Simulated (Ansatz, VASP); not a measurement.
# One calculation of C, two programs

File POSCAR:

```
C
1.0
    2.3419446424     -1.5478462523      0.0000000000
    2.3419446424      1.5478462523      0.0000000000
    0.0000000000      0.0000000000      6.3140506141
C
4
Direct
    0.8500000000      0.1500000000      0.1170000000
    0.6500000000      0.3500000000      0.6170000000
    0.1500000000      0.8500000000      0.8830000000
    0.3500000000      0.6500000000      0.3830000000
```

Contents of INCAR.step1:

```
PREC     = Accurate       # precision mode
ENCUT    = 600            # plane-wave cutoff, eV
ISMEAR   = 0              # smearing method
SIGMA    = 0.1            # smearing width, eV
LREAL    = F              # projectors in reciprocal space
LASPH    = T              # aspherical terms in the spheres
NELM     = 100            # most SCF steps
GGA      = PE             # functional
ALGO     = Normal         # electronic algorithm
EDIFF    = 1E-4           # SCF threshold, eV
LWAVE    = T              # write WAVECAR
LCHARG   = F              # write CHGCAR
```

INCAR.step2

```
PREC     = Accurate       # precision mode
ENCUT    = 600            # plane-wave cutoff, eV
EDIFF    = 1E-6           # SCF threshold, eV
ISMEAR   = 0              # smearing method
SIGMA    = 0.1            # smearing width, eV
LREAL    = F              # projectors in reciprocal space
LASPH    = T              # aspherical terms in the spheres
NELM     = 100            # most SCF steps
ALGO     = Normal         # electronic algorithm
ISIF     = 3              # what is computed and relaxed
LWAVE    = F              # write WAVECAR
LCHARG   = F              # write CHGCAR
METAGGA  = R2SCAN         # meta-GGA
LMIXTAU  = T            
IBRION   = 2              # ionic algorithm
NSW      = 90             # ionic steps
EDIFFG   = -0.04          # ionic threshold
ISTART   = 1
```

KPOINTS

```
Automatic mesh
0
Gamma
  6 6 4
```

Input for Ansatz:

```yaml
crystal:
  lattice:
    - [2.3419446424, -1.5478462523, 0.0]
    - [2.3419446424, 1.5478462523, 0.0]
    - [0.0, 0.0, 6.3140506141]
  atoms:
    - { symbol: C, position: [0.85, 0.15, 0.117] }
    - { symbol: C, position: [0.65, 0.35, 0.617] }
    - { symbol: C, position: [0.15, 0.85, 0.883] }
    - { symbol: C, position: [0.35, 0.65, 0.383] }
basis:
  ecutwfc: 500
kpoints:
  mp_grid: { grid: [6, 6, 4] }
hamiltonian:
  xc: r2scan
scf:
  occupations: { method: gaussian, width: 0.1 }
  lower_state_search: "off"
output:
  forces: true
  stress: true
  eigenvalues: true
relax:
  adjacent_minimum: "off"
  f_tol: 0.04
  max_steps: 70
  cell: { stress_tol: 0.4 }
```

Alike in both runs: task relaxation of cell and atoms; functional r2SCAN; k mesh 6 × 6 × 4; occupations gaussian, width 0.1 eV; no spin polarisation.

|  | VASP | Ansatz |
| --- | --- | --- |
| version | VASP 6.6.1 | Ansatz 0.2.0 |
| potentials or method | VASP PAW PBE potentials, release 64 (C), cutoff 600 eV | scalar-relativistic, plane waves, PAW |
| valence electrons in the cell | 16 | 16 |

```tsv
	VASP	Ansatz	Ansatz less VASP
gap on the k mesh at the Fermi level, each at its own relaxed structure (eV)	0.32	0.21	-0.107
relaxed volume (Å³/atom)	8.32	8.96	+0.644
relaxed cell length with the largest relative difference (Å)	3.413	3.642	+0.2288
```

VASP's potentials were made for PBE, not for r2SCAN. One of these differences is far larger than is usual between the two programs; its cause wasn't traced.

Noted on VASP's run: the volume moved by over 15 % at a fixed basis, so the end points are rough.
